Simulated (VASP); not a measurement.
Here is a VASP 6.6.1 calculation.

Contents of INCAR:

```
SYSTEM = HfN
ALGO = Normal ; EDIFF = 1E-7
EDIFFG = -0.01 ; ENCUT = 600
GGA = CA ; IBRION = 2
ISIF = 3 ; ISMEAR = -1
LASPH = .TRUE. ; LCHARG = .FALSE.
LDAU = .TRUE. ; LDAUJ = 0 0
LDAUL = 2 -1 ; LDAUPRINT = 1
LDAUTYPE = 2 ; LDAUU = 2 0
LMAXMIX = 4 ; LREAL = .FALSE.
LWAVE = .FALSE. ; NELM = 150
NSW = 60 ; PREC = Accurate
SIGMA = 0.05
```

File KPOINTS:

```
k-points
0
G
  9 9 9
  0 0 0
```

Contents of POSCAR:

```
HfN
1.0
    0.0000000000      2.4548220000      2.4548220000
    2.4548220000      0.0000000000      2.4548220000
    2.4548220000      2.4548220000      0.0000000000
Hf N
1 1
Direct
    0.0000000000      0.0000000000      0.0000000000
    0.2500000000      0.2500000000      0.2500000000
```

Potentials or basis: VASP PAW LDA potentials, release 64 (Hf_pv, N).

Run with:

```bash
$ cat potpaw_LDA.64/Hf_pv/POTCAR potpaw_LDA.64/N/POTCAR > POTCAR
$ mpirun -np 1 vasp_std > vasp.out
```

(1) What does it give for the space group after relaxing (to 0.05 Å)?

(2) Predict the relaxed cell.

(3) What does it give for the relaxed volume?

Results:

(1) F-43m (No. 216).

(2) a = 3.447 Å, b = 3.447 Å, c = 3.447 Å, α = 60.00°, β = 60.00°, γ = 60.00°.

(3) 14.48 Å³/atom.

Caveat: U without spin polarisation on a metal has little footing.
